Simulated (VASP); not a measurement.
Write the native input for VASP 6.6.1 that does the following.

```
Task                   : relaxation of cell and atoms
Functional             : PBEsol
Potentials or basis    : VASP PAW PBE potentials, release 64 (Na_pv, Cl)
Cutoff                 : 500 eV
k mesh                 : 8 × 8 × 8
Occupations            : gaussian, width 0.02 eV
Spin                   : no spin polarisation
Dipole correction      : no
Further INCAR settings : ALGO = Normal; EDIFF = 1e-07; IBRION = 2; EDIFFG = -0.002; NSW = 100; ISIF = 3
```

The structure of NaCl lies in POSCAR:

```
NaCl
1.0
    0.0000000000      2.8434500000      2.8434500000
    2.8434500000      0.0000000000      2.8434500000
    2.8434500000      2.8434500000      0.0000000000
Na Cl
1 1
Direct
    0.0000000000      0.0000000000      0.0000000000
    0.5000000000      0.5000000000      0.5000000000
```

The input as run:

INCAR

```
SYSTEM = NaCl
  PREC = Accurate
  ENCUT = 500
  EDIFF = 1E-7
  ISMEAR = 0
  SIGMA = 0.02
  LREAL = .False.
  LASPH = .True.
  NELM = 120
  ALGO = Normal
  ISIF = 3
  LWAVE = .False.
  LCHARG = .False.
  GGA = PS
  IBRION = 2
  NSW = 100
  EDIFFG = -0.002
  GGA_COMPAT = .False.
  NELMIN = 4
```

KPOINTS

```
regular mesh
0
Gamma
  8 8 8
  0 0 0
```

Potentials or basis: VASP PAW PBE potentials, release 64 (Na_pv, Cl).

The run is started by

```bash
$ cat potpaw_PBE.64/Na_pv/POTCAR potpaw_PBE.64/Cl/POTCAR > POTCAR
$ mpirun -np 1 vasp_std > vasp.out
```

Results of the run:

The relaxed volume is 21.99 Å³/atom, the relaxed cell is a = 3.962 Å, b = 3.962 Å, c = 3.962 Å, α = 60.00°, β = 60.00°, γ = 60.00° and the space group after relaxing (to 0.1 Å) is Fm-3m (No. 225). The energy gained by relaxing is 3.5 meV/atom, the ionic steps are 4 and the pressure after relaxing is 0.0 GPa. The band gap on the k mesh is 5.01 eV.

Caveat: the PAW data sets were made with another functional, which shifts forces and pressure a little.

Wall time 56 s on 1 thread of Intel Xeon 8259CL, on a shared host, peak memory 0.17 GiB.
